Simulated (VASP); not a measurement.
# Al (Amm2) in VASP: notebook

Al is run at these levels: PBE+D3(BJ); tasks: single point.

Everything below comes from runs of VASP 6.6.1. Logs are shortened: lines on timing, memory, paths and dates and some standing lists are left out, and cuts for length are marked.

**1. The cell of the first run**

It takes space group Amm2 (No. 38, orthorhombic). Conventional cell: a = 9.241 Å, b = 2.814 Å, c = 4.875 Å, α = 90.00°, β = 90.00°, γ = 90.00°. Al (site symmetry m) has 12 Al at 2.49 to 3.10 Å within 3.3 Å. Al (site symmetry mm2) has 12 Al at 2.49 to 3.10 Å within 3.3 Å. Within 3.7 Å of Al (site symmetry mm2) lie 12 Al at 2.81 to 2.82 Å.

**2. Single point, PBE+D3(BJ) (atom 2 (Al) moved by -0.700 Å along [1 2 0] and +0.000 Å along [0 0 1])**

File INCAR:

```
SYSTEM = Al
ALGO = Fast
EDIFF = 1E-6
ENCUT = 520
GGA = PE
ISIF = 2
ISMEAR = 0
IVDW = 12
LASPH = .TRUE.
LCHARG = .FALSE.
LREAL = .FALSE.
LWAVE = .FALSE.
NBANDS = 14
NELM = 80
PREC = Accurate
SIGMA = 0.15
```

File KPOINTS:

```
k-points
0
G
  18 18 4
  0 0 0
```

File POSCAR:

```
Al
1.0
    2.8144222650      0.0000000000      0.0000000000
   -1.4072111325      2.4373611785      0.0000000000
    0.0000000000      0.0000000000      9.2410470710
Al
4
Direct
    0.0000000000      0.0000000000      0.0000000000
    0.1897354115      0.3794708230      0.2500000000
    0.0000000000      0.0000000000      0.5000000000
    0.6666666667      0.3333333333      0.7500000000
```

Potentials or basis: VASP PAW PBE potentials, release 64 (Al).

The run is started by

```
> cat potpaw_PBE.64/Al/POTCAR > POTCAR
> mpirun -np 1 vasp_std > vasp.out
```

OUTCAR:

```text
SYSTEM = Al
   EDIFF = 1E-6
   ENCUT = 520
   GGA = PE
   ISIF = 2
   ISMEAR = 0
   IVDW = 12
   LASPH = .TRUE.
   LREAL = .FALSE.
   NELM = 80
   PREC = Accurate
 IVDW          = 12

 ion  position               nearest neighbor table
   1  0.000  0.000  0.000-   2 2.49   4 2.82   4 2.82   4 2.82   2 3.10   2 3.10
   2  0.190  0.379  0.250-   1 2.49   3 2.49   1 3.10   3 3.10   1 3.10   3 3.10
   3  0.000  0.000  0.500-   2 2.49   4 2.82   4 2.82   4 2.82   2 3.10   2 3.10
   4  0.667  0.333  0.750-   1 2.82   3 2.82   1 2.82   3 2.82   1 2.82   3 2.82

  LATTYP: Found a hexagonal cell.
 ALAT       =     2.8144222650
 C/A-ratio  =     3.2834614713

  Lattice vectors:

 A1 = (   2.8144222650,   0.0000000000,   0.0000000000)
 A2 = (  -1.4072111325,   2.4373611785,   0.0000000000)
 A3 = (   0.0000000000,   0.0000000000,   9.2410470710)

Analysis of symmetry for initial positions (statically):
=====================================================================
 Subroutine PRICEL returns:
 Original cell was already a primitive cell.

 Routine SETGRP: Setting up the symmetry group for a
 hexagonal supercell.

 Subroutine GETGRP returns: Found  4 space group operations
 (whereof  2 operations were pure point group operations)
 out of a pool of 24 trial point group operations.

The static configuration has the point symmetry C_1h.
 The point group associated with its full space group is C_2v.

Analysis of symmetry for dynamics (positions and initial velocities):
=====================================================================
 Subroutine PRICEL returns:
 Original cell was already a primitive cell.

 Routine SETGRP: Setting up the symmetry group for a
 hexagonal supercell.

 Subroutine GETGRP returns: Found  4 space group operations
 (whereof  2 operations were pure point group operations)
 out of a pool of 24 trial point group operations.

The dynamic configuration has the point symmetry C_1h.
 The point group associated with its full space group is C_2v.

 Subroutine INISYM returns: Found  4 space group operations
 (whereof  2 operations are pure point group operations),
 and found     1 'primitive' translations

----------------------------------------------------------------------------------------

                                     Primitive cell

  volume of cell :      63.3914

  direct lattice vectors                    reciprocal lattice vectors
     2.814422265  0.000000000  0.000000000     0.355312709  0.205139888  0.000000000
[... 105 lines left out ...]
   ISMEAR =     0;   SIGMA  =   0.15  broadening in eV -4-tet -1-fermi 0-gaus
   EFERMI_NEDOS =   21; number of points for ismear=-14 and -15
   IALGO  =     68    algorithm
   IMIX   =      4    mixing-type and parameters
     AMIX     =   0.40;   BMIX     =  1.00
     AMIX_MAG =   1.60;   BMIX_MAG =  1.00
  volume/ion in A,a.u.               =      15.85       106.95
  Fermi-wavevector in a.u.,A,eV,Ry     =   0.939994  1.776331 12.021957  0.883589
  Thomas-Fermi vector in A             =   2.067362
   LORBIT       =      0    0 simple, 1 ext, 2 COOP (PROOUT), +10 PAW based schemes
   GGA     = PE    functional components
   LHFCALC =     F    Hartree Fock is set to
   AEXX    =    0.0000 exact exchange contribution
   IVDW    =    12    specifies the selected vdW correction
   LEPSILON=     F    determine dielectric tensor
   LRPA    =     F    only Hartree local field effects (RPA)
 non-spin polarized calculation
 RMM-DIIS sequential band-by-band and
 Gauss-broadening in eV      SIGMA  =   0.15
  energy-cutoff  :      520.00
  volume of cell :       63.39
 maximum number of plane-waves:      1724
 NGX is ok and might be reduce to    24
   NGX = 11   NGY = 11   NGZ = 35

 number of electron      12.0000000 magnetization

 Free energy of the ion-electron system (eV)
  ---------------------------------------------------
  ext. energy  EPLUGINS =         0.00000000
  ---------------------------------------------------
  free energy    TOTEN  =       -14.51782969 eV

  energy without entropy =      -14.50070122  energy(sigma->0) =      -14.50926546

 E-fermi :   8.3614     XC(G=0): -10.3365

 val. band max:        8.3560236845   @ k =  -0.0556   0.2222   0.5000
 cond. band min:       8.3620025519   @ k =  -0.1111   0.5000   0.5000
 fundamental gap:      0.0059788675
 Fermi energy:         8.3613831946

 k-point     1 :       0.0000    0.0000    0.0000
  band No.  band energies     occupation
      1      -2.9974      2.00000
      2      -1.2766      2.00000
      3      -1.2733      2.00000
      4       3.6080      2.00000
      5       3.9257      2.00000
      6      11.7575      0.00000
      7      11.7715      0.00000
      8      19.2647      0.00000
      9      19.4558      0.00000
     10      19.6785      0.00000
     11      19.8631      0.00000
     12      19.9510      0.00000
     13      20.5826      0.00000
     14      20.5846      0.00000
[... 377 lines left out ...]
      1      -2.4606      2.00000
      2      -0.7463      2.00000
      3      -0.7433      2.00000
      4       4.1022      2.00000
      5       4.4487      2.00000
      6      12.0839      0.00000
      7      12.1632      0.00000
      8      14.7402      0.00000
      9      15.8762      0.00000
     10      16.0589      0.00000
     11      16.1556      0.00000
     12      17.4077      0.00000
     13      17.6932      0.00000
     14      19.5345      0.00000

 [... further k-points ...]

------------------------ aborting loop because EDIFF is reached ----------------------------------------

 Edisp (eV)   -1.40328

 E8    (eV) :    -0.6279

  FORCE on cell =-STRESS in cart. coord.  units (eV):
  Direction    XX          YY          ZZ          XY          YZ          ZX
  --------------------------------------------------------------------------------------
  -------------------------------------------------------------------------------------
  Total       0.03779     0.39469     3.32251     0.00000     0.00000     0.00000
  in kB       0.95511     9.97550    83.97425     0.00000     0.00000     0.00000
  external pressure =       31.63 kB  Pullay stress =        0.00 kB

 VOLUME and BASIS-vectors are now :
 -----------------------------------------------------------------------------
  energy-cutoff  :      520.00
  volume of cell :       63.39
      direct lattice vectors                 reciprocal lattice vectors
     2.814422265  0.000000000  0.000000000     0.355312709  0.205139888  0.000000000
    -1.407211133  2.437361178  0.000000000     0.000000000  0.410279777  0.000000000
     0.000000000  0.000000000  9.241047071     0.000000000  0.000000000  0.108212846

 POSITION                                       TOTAL-FORCE (eV/Angst)
 -----------------------------------------------------------------------------------
      0.00000      0.00000      0.00000        -0.000000     -0.550751     -0.709669
      0.00000      0.92491      2.31026        -0.000000      1.111851      0.000000
      0.00000      0.00000      4.62052        -0.000000     -0.550751      0.709669
      1.40721      0.81245      6.93079         0.000000     -0.010349      0.000000
 -----------------------------------------------------------------------------------
    total drift:                               -0.000000     -0.000018     -0.000000

  FREE ENERGIE OF THE ION-ELECTRON SYSTEM (eV)
  ---------------------------------------------------
  free  energy   TOTEN  =       -15.9211091385 eV

  energy  without entropy=      -15.9039806649  energy(sigma->0) =      -15.91254490
```

OSZICAR:

```text
N       E                     dE             d eps       ncg     rms          rms(c)
DAV:   1     0.679865523123E+01    0.67987E+01   -0.41292E+03  7652   0.658E+02
DAV:   2    -0.139262383424E+02   -0.20725E+02   -0.19109E+02  9966   0.900E+01
DAV:   3    -0.146096971670E+02   -0.68346E+00   -0.67447E+00 10046   0.132E+01
DAV:   4    -0.146145618197E+02   -0.48647E-02   -0.48616E-02  9188   0.138E+00
DAV:   5    -0.146146168118E+02   -0.54992E-04   -0.54992E-04 10014   0.153E-01    0.278E+00
RMM:   6    -0.145569530546E+02    0.57664E-01   -0.66723E-03  7996   0.420E-01    0.162E+00
RMM:   7    -0.145207090757E+02    0.36244E-01   -0.11122E-02  7862   0.564E-01    0.268E-01
RMM:   8    -0.145180224024E+02    0.26867E-02   -0.13113E-03  8245   0.206E-01    0.163E-01
RMM:   9    -0.145178587880E+02    0.16361E-03   -0.29094E-04  8743   0.101E-01    0.862E-02
RMM:  10    -0.145178281716E+02    0.30616E-04   -0.85723E-05  8856   0.544E-02    0.372E-02
RMM:  11    -0.145178303694E+02   -0.21978E-05   -0.18546E-05  9146   0.277E-02    0.202E-02
RMM:  12    -0.145178296934E+02    0.67601E-06   -0.27781E-06  8087   0.120E-02
   1 F= -.15921109E+02 E0= -.15912545E+02  d E =-.171285E-01
```

Wall time 6.3 min (1 thread of AMD EPYC 7R13, shared host); peak memory 0.29 GiB.

Results:

```yaml
Free_energy: -15.9211 eV
Pressure: 3.2 GPa
Largest_force: 1.112 eV/Å
Band_gap_on_the_k_mesh: zero (band 6 reaches 12.36 eV, above the bottom of band 7 at 6.76 eV)
Dispersion_energy_per_atom: -0.351 eV
```

Forces in eV/Å, atoms in the order of the input:
```
Al   0.000 -0.551 -0.710
Al   0.000  1.112  0.000
Al   0.000 -0.551  0.710
Al   0.000 -0.010  0.000
```

Levels at points of the mesh, in eV from the Fermi level:
```tsv
k point	band 4	band 5	band 6	band 7	band 8	band 9
(0.00, 0.00, 0.00)	-4.75	-4.44	3.40	3.41	10.90	11.09
(0.50, 0.00, 0.00)	-3.81	-3.45	-3.32	0.60	1.21	1.55
(0.00, 0.50, 0.00)	-4.00	-3.19	-3.18	0.54	1.25	1.50
(0.00, 0.00, 0.50)	-7.52	-0.96	-0.89	7.96	8.36	11.38
(0.50, 0.00, 0.50)	-4.78	-1.99	-1.91	-1.17	-1.09	4.40
(0.00, 0.50, 0.50)	-4.79	-1.61	-1.58	-1.46	-1.39	4.35
```

Caveat: the cell differs from its parent crystal (atom 2 (Al) moved by -0.700 Å along [1 2 0] and +0.000 Å along [0 0 1]); pairwise dispersion overbinds metals, which lowers pressure and volume; forces of over 1 eV/Å act on the atoms, so gaps and moduli don't describe the material at rest.

**3. Single point, PBE+D3(BJ) (atom 2 (Al) moved by -0.420 Å along [1 2 0] and +0.000 Å along [0 0 1])**

File INCAR:

```
ALGO     = Fast           # electronic algorithm
EDIFF    = 1E-7           # SCF threshold, eV
ENCUT    = 520            # plane-wave cutoff, eV
GGA      = PE             # functional
ISIF     = 2              # what is computed and relaxed
ISMEAR   = 0              # smearing method
IVDW     = 12             # dispersion correction
LASPH    = True           # aspherical terms in the spheres
LCHARG   = False          # write CHGCAR
LREAL    = False          # projectors in reciprocal space
LWAVE    = False          # write WAVECAR
NBANDS   = 14             # bands
NELM     = 60             # most SCF steps
PREC     = Accurate       # precision mode
SIGMA    = 0.15           # smearing width, eV
```

File KPOINTS:

```
k-points
0
Gamma
  18 18 4
```

Changes to POSCAR since step 2:

```diff
@@ -9,3 +9,3 @@
     0.0000000000      0.0000000000      0.0000000000
-    0.1897354115      0.3794708230      0.2500000000
+    0.2471745802      0.4943491605      0.2500000000
     0.0000000000      0.0000000000      0.5000000000
```

Potentials or basis: VASP PAW PBE potentials, release 64 (Al).

The run is started by

```
> cat potpaw_PBE.64/Al/POTCAR > POTCAR
> mpirun -np 1 vasp_std > vasp.out
```

Wall time 7.9 min (1 thread of AMD EPYC 7R13, shared host); peak memory 0.29 GiB.

It converged, with:

* Free energy: -16.1776 eV
* Pressure: 1.1 GPa
* Largest force: 0.691 eV/Å
* Band gap on the k mesh: zero (band 6 reaches 12.35 eV, above the bottom of band 7 at 6.79 eV)
* Dispersion energy per atom: -0.351 eV

Forces on the atoms (eV/Å):
```
Al   0.000 -0.335 -0.242
Al   0.000  0.691  0.000
Al   0.000 -0.335  0.242
Al   0.000 -0.021  0.000
```

Stress tensor (GPa, compression positive):
```
-0.22  0.00  0.00
 0.00  0.50  0.00
 0.00  0.00  3.07
```

Levels at points of the mesh, in eV from the Fermi level:
```tsv
k point	band 4	band 5	band 6	band 7	band 8	band 9
(0.00, 0.00, 0.00)	-4.75	-4.46	3.43	3.44	10.99	11.12
(0.50, 0.00, 0.00)	-3.87	-3.41	-3.31	0.71	1.27	1.44
(0.00, 0.50, 0.00)	-4.01	-3.21	-3.19	0.75	1.31	1.38
(0.00, 0.00, 0.50)	-7.53	-0.94	-0.92	8.22	8.38	11.40
(0.50, 0.00, 0.50)	-4.83	-1.95	-1.91	-1.18	-1.13	4.54
(0.00, 0.50, 0.50)	-4.84	-1.72	-1.65	-1.38	-1.28	4.50
```

Caveat: the cell differs from its parent crystal (atom 2 (Al) moved by -0.420 Å along [1 2 0] and +0.000 Å along [0 0 1]); pairwise dispersion overbinds metals, which lowers pressure and volume.

**4. Single point, PBE+D3(BJ) (atom 2 (Al) moved by +0.700 Å along [1 2 0] and +0.000 Å along [0 0 1])**

File INCAR:

```
SYSTEM = Al
ALGO = Fast
EDIFF = 1E-6
ENCUT = 520
GGA = PE
ISIF = 2
ISMEAR = 0
IVDW = 12
LASPH = .True.
LCHARG = .False.
LREAL = .False.
LWAVE = .False.
NBANDS = 14
NELM = 100
PREC = Accurate
SIGMA = 0.15
```

File KPOINTS:

```
k-points
0
Gamma
  18 18 4
  0 0 0
```

Changes to POSCAR since step 3:

```diff
@@ -9,3 +9,3 @@
     0.0000000000      0.0000000000      0.0000000000
-    0.2471745802      0.4943491605      0.2500000000
+    0.4769312552      0.9538625103      0.2500000000
     0.0000000000      0.0000000000      0.5000000000
```

The run is started by

```
> cat potpaw_PBE.64/Al/POTCAR > POTCAR
> mpirun -np 1 vasp_std > vasp.out
```

Wall time 69 s (1 thread of Intel Xeon 6975P-C (Granite Rapids), shared host); peak memory 0.32 GiB.

The run converged. Its results:

```
Free energy                : -16.1749 eV
Pressure                   : 1.1 GPa
Largest force              : 0.207 eV/Å
Band gap on the k mesh     : zero (band 6 reaches 12.45 eV, above the bottom of band 7 at 6.74 eV)
Dispersion energy per atom : -0.351 eV
```

Forces in eV/Å, atoms in the order of the input:
```
Al   0.000  0.040 -0.203
Al   0.000 -0.159  0.000
Al   0.000  0.040  0.203
Al   0.000  0.079  0.000
```

Stress tensor (GPa, compression positive):
```
 0.80  0.00  0.00
 0.00 -0.47  0.00
 0.00  0.00  2.85
```

Levels at points of the mesh, in eV from the Fermi level:
```csv
k point,band 4,band 5,band 6,band 7,band 8,band 9
"(0.00, 0.00, 0.00)",-4.76,-4.47,3.43,3.44,10.99,11.14
"(0.50, 0.00, 0.00)",-4.01,-3.23,-3.20,0.84,1.21,1.42
"(0.00, 0.50, 0.00)",-3.78,-3.53,-3.40,0.51,1.06,1.69
"(0.00, 0.00, 0.50)",-7.54,-0.94,-0.92,8.22,8.38,11.29
"(0.50, 0.00, 0.50)",-4.86,-1.75,-1.72,-1.33,-1.26,4.63
"(0.00, 0.50, 0.50)",-4.80,-2.01,-1.92,-1.27,-1.14,4.58
```

Caveat: the cell differs from its parent crystal (atom 2 (Al) moved by +0.700 Å along [1 2 0] and +0.000 Å along [0 0 1]); pairwise dispersion overbinds metals, which lowers pressure and volume.

**5. Single point, PBE+D3(BJ) (atom 2 (Al) moved by +0.420 Å along [1 2 0] and +0.000 Å along [0 0 1])**

File INCAR:

```
PREC = Accurate
ENCUT = 520
EDIFF = 1E-7
ISMEAR = 0
SIGMA = 0.15
LREAL = False
LASPH = True
NELM = 80
ALGO = Fast
ISIF = 2
LWAVE = False
LCHARG = False
GGA = PE
IVDW = 12
NBANDS = 14
```

File KPOINTS:

```
regular mesh
0
Gamma
  18 18 4
```

Changes to POSCAR since step 4:

```diff
@@ -9,3 +9,3 @@
     0.0000000000      0.0000000000      0.0000000000
-    0.4769312552      0.9538625103      0.2500000000
+    0.4194920864      0.8389841729      0.2500000000
     0.0000000000      0.0000000000      0.5000000000
```

The run is started by

```
> cat potpaw_PBE.64/Al/POTCAR > POTCAR
> mpirun -np 1 vasp_std > vasp.out
```

It took 96 s on 1 thread of Intel Xeon 6975P-C (Granite Rapids), shared host; peak memory 0.32 GiB.

Results (log left out):

| Property | Result |
| --- | --- |
| Free energy | -16.2391 eV |
| Pressure | 0.6 GPa |
| Largest force | 0.269 eV/Å |
| Band gap on the k mesh | zero (band 6 reaches 12.42 eV, above the bottom of band 7 at 6.77 eV) |
| Dispersion energy per atom | -0.351 eV |

Forces on the atoms (eV/Å):
```
Al   0.000  0.109 -0.119
Al   0.000 -0.269  0.000
Al   0.000  0.109  0.119
Al   0.000  0.052  0.000
```

Stress tensor (GPa, compression positive):
```
 0.48  0.00  0.00
 0.00 -0.44  0.00
 0.00  0.00  1.74
```

Levels at points of the mesh, in eV from the Fermi level:
```
           k point  band 4  band 5  band 6  band 7  band 8  band 9
(0.00, 0.00, 0.00)   -4.76   -4.47    3.44    3.45   11.03   11.18
(0.50, 0.00, 0.00)   -3.99   -3.26   -3.22    0.88    1.20    1.44
(0.00, 0.50, 0.00)   -3.81   -3.49   -3.36    0.62    1.16    1.57
(0.00, 0.00, 0.50)   -7.54   -0.94   -0.92    8.29    8.39   11.33
(0.50, 0.00, 0.50)   -4.86   -1.80   -1.78   -1.27   -1.22    4.66
(0.00, 0.50, 0.50)   -4.82   -2.00   -1.94   -1.21   -1.12    4.60
```

Caveat: the cell differs from its parent crystal (atom 2 (Al) moved by +0.420 Å along [1 2 0] and +0.000 Å along [0 0 1]); pairwise dispersion overbinds metals, which lowers pressure and volume.
